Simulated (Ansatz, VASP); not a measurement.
# SrO in VASP and in Ansatz

File POSCAR:

```
SrO
1.0
    0.0000000000      2.5798927166      2.5798927166
    2.5798927166      0.0000000000      2.5798927166
    2.5798927166      2.5798927166      0.0000000000
Sr O
1 1
Direct
    0.5000000000      0.5000000000      0.5000000000
    0.0000000000      0.0000000000      0.0000000000
```

Contents of INCAR.step1:

```
ALGO = Normal ; EDIFF = 1E-5
ENCUT = 520 ; GGA = PE
ISIF = 2 ; ISMEAR = 0
LASPH = T ; LCHARG = F
LREAL = F ; LWAVE = T
NBANDS = 15 ; NELM = 100
PREC = Accurate ; SIGMA = 0.01
```

The input INCAR.step2:

```
AEXX = 0.15 ; ALGO = Normal
EDIFF = 1E-6 ; ENCUT = 520
GGA = PE ; HFSCREEN = 0.3
ISIF = 2 ; ISMEAR = 0
ISTART = 1 ; LASPH = T
LCHARG = F ; LHFCALC = T
LREAL = F ; LWAVE = F
NBANDS = 15 ; NELM = 100
PREC = Accurate ; PRECFOCK = Normal
SIGMA = 0.01
```

File KPOINTS:

```
k-points
0
Gamma
  4 4 4
```

Input for Ansatz:

```yaml
crystal:
  lattice:
    - [0.0, 2.5798927166, 2.5798927166]
    - [2.5798927166, 0.0, 2.5798927166]
    - [2.5798927166, 2.5798927166, 0.0]
  atoms:
    - { symbol: Sr, position: [0.5, 0.5, 0.5] }
    - { symbol: O, position: [0.0, 0.0, 0.0] }
kpoints:
  mp_grid: { grid: [4, 4, 4] }
hamiltonian:
  xc: { exchange: pbe, correlation: pbe, exx: { coeff: 0.15, omega: 0.3 } }
scf:
  occupations: { method: fixed }
  n_extra_bands: 4
output:
  forces: true
  stress: true
  eigenvalues: true
```

Alike in both runs: task single point; functional PBE-based screened hybrid; k mesh 4 × 4 × 4; no spin polarisation.

```csv
,VASP,Ansatz
version,VASP 6.6.1,Ansatz 0.2.0
potentials or method,"VASP PAW PBE potentials, release 64 (Sr_sv, O)",plane waves
plane-wave cutoff (eV),520,420
occupations,"gaussian, width 0.01 eV",fixed
valence electrons in the cell,16,16
```

Ansatz gave:

| Quantity | Value |
| --- | --- |
| gap on the k mesh at the Fermi level (eV) | 4.04 |
| pressure (GPa) | 0.6 |

Problem. What did VASP give for the same quantities?

Solution. gap on the k mesh at the Fermi level (eV): 3.99; pressure (GPa): 1.1.

VASP's potentials were made for PBE, not for PBE-based screened hybrid. Ansatz's warnings: stress exchange threshold loose, stress scf threshold loose.

The k mesh is coarse, so the values compare programs but aren't converged.
